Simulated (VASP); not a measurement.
SiO2:

```xyz
6
Lattice="4.2751 0.0000 0.0000 0.0000 4.2751 0.0000 0.0000 0.0000 2.7202" Properties=species:S:1:pos:R:3 pbc="T T T"
Si    0.0000    0.0000    0.0000
Si    2.1375    2.1375    1.3601
O     3.4493    0.8258    1.3601
O     1.3118    1.3118    0.0000
O     0.8258    3.4493    1.3601
O     2.9633    2.9633    0.0000
```

- Program: VASP 6.6.1
- Task: relaxation of cell and atoms
- Functional: rSCAN
- Potentials or basis: VASP PAW PBE potentials, release 64 (Si, O)
- Cutoff: 840 eV
- k mesh: 7 × 7 × 10
- Occupations: gaussian, width 0.03 eV
- Spin: no spin polarisation

At the start: pressure -18.6 GPa; volume 8.29 Å³/atom.

How do energy, volume and symmetry change on relaxing?

Over 14 steps the energy falls by 30.7 meV/atom and the volume is 7.77 Å³/atom (-6.3 %); space group P4_2/mnm (No. 136, to 0.1 Å) before and after.

The path:
| step | energy change (eV) | largest force (eV/Å) | pressure (GPa) | volume (Å³) |
| --- | --- | --- | --- | --- |
| 1 | 0.0000 | 0.3127 | -18.59 | 49.71 |
| 2 | 0.2276 | 1.3784 | 34.54 | 43.11 |
| 3 | -0.1786 | 0.2483 | -0.93 | 46.94 |
| 4 | -0.1787 | 0.2619 | -0.47 | 46.88 |
| 5 | -0.1852 | 0.0415 | -0.07 | 46.64 |
| 6 | -0.1852 | 0.0336 | -0.08 | 46.65 |
| 7 | -0.1860 | 0.0042 | 0.10 | 46.59 |
| 8 | -0.1860 | 0.0001 | 0.08 | 46.60 |
| 9 | -0.1860 | 0.0030 | -0.08 | 46.62 |
| 10 | -0.1860 | 0.0013 | 0.01 | 46.61 |
| 11 | -0.1840 | 0.0015 | -0.06 | 46.61 |
| 12 | -0.1840 | 0.0037 | 0.09 | 46.59 |
| 13 | -0.1840 | 0.0005 | 0.00 | 46.60 |
| 14 | -0.1840 | 0.0006 | 0.00 | 46.60 |

Final structure:
```
Si O
1.0
     4.17845    0.00000    0.00000
     0.00000    4.17845    0.00000
     0.00000    0.00000    2.66919
Si O
2 4
Direct
  0.00000 0.00000 0.00000
  0.50000 0.50000 0.50000
  0.80602 0.19398 0.50000
  0.30602 0.30602 0.00000
  0.19398 0.80602 0.50000
  0.69398 0.69398 0.00000
```

Caveat: the PAW data sets were made with another functional, which shifts forces and pressure a little.
